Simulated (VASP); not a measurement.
Input of a VASP 6.6.1 run:

Contents of INCAR:

```
SYSTEM = H4C
PREC = Accurate
ENCUT = 520
EDIFF = 1E-6
ISMEAR = -1
SIGMA = 0.02
LREAL = Auto
LASPH = .TRUE.
NELM = 80
ALGO = Normal
ISIF = 2
LWAVE = .FALSE.
LCHARG = .TRUE.
GGA = PE
IVDW = 12
LELF = .TRUE.
LVHAR = .TRUE.
NBANDS = 45
```

The input KPOINTS:

```
regular mesh
0
G
  1 1 1
  0 0 0
```

The input POSCAR:

```
H4C
1.0
    7.4638260000      0.0000000000      0.0000000000
    0.0000000000      7.4638260000      0.0000000000
    0.0000000000      0.0000000000      7.4638260000
C H
6 24
Direct
    0.6448569407      0.5564706358      0.1783267724
    0.9284782362      0.4221963374      0.7558321965
    0.9279691140      0.9214443102      0.8681070539
    0.8753151534      1.0181775406      0.3457208140
    0.3895321247      0.8187757860      0.5912517253
    0.3533844438      0.1194561610      0.0847956531
    0.7560867576      0.5206846998      0.0907979366
    0.5316442264      0.5608115730      0.0872742746
    0.6573572321      0.6713179005      0.2607241916
    0.6146445536      0.4472505120      0.2703841167
    0.7859106040      0.4314677218      0.7893672762
    0.9667427938      0.4931117097      0.6322360677
    0.9733345874      0.2848137135      0.7330824700
    0.9976250786      0.4762838791      0.8692860739
    0.9433767615      1.0468491629      0.9472353723
    0.8602558527      0.8305525879      0.9554885122
    1.0635564120      0.8583265473      0.8425303591
    0.8462281945      0.9445557814      0.7493341887
    0.9539343495      0.9042011430      0.3976378871
    0.8073607289      1.0691835528      0.4640113529
    0.7851871145      0.9926276416      0.2321597529
    0.9663140593      1.1295011432      0.3177458853
    0.2948755772      0.9166880364      0.5504951482
    0.4967157595      0.8026848429      0.4943041277
    0.3281962897      0.6860020585      0.5986072023
    0.4423334628      0.8473670206      0.7214798416
    0.2542127858      0.0440926678      0.0015943566
    0.4736310841      0.0509658183      0.1317688810
    0.2724072078      0.1913093901      0.1875177690
    0.3929620010      0.2282609482     -0.0108121492
```

Potentials or basis: VASP PAW PBE potentials, release 64 (C, H).

Run with:

```console
$ cat potpaw_PBE.64/C/POTCAR potpaw_PBE.64/H/POTCAR > POTCAR
$ mpirun -np 1 vasp_gam > vasp.out
```

Q: Estimate the dispersion energy per atom.

A: -0.023 eV.

Q: Predict the pressure.

A: 0.3 GPa.

Q: Predict the largest force.

A: 2.274 eV/Å.

Stress tensor (GPa, compression positive):
```
 0.07  0.61 -0.02
 0.61  0.72 -0.24
-0.02 -0.24  0.19
```

Caveat: the k points lie up to 0.84 Å⁻¹ apart.
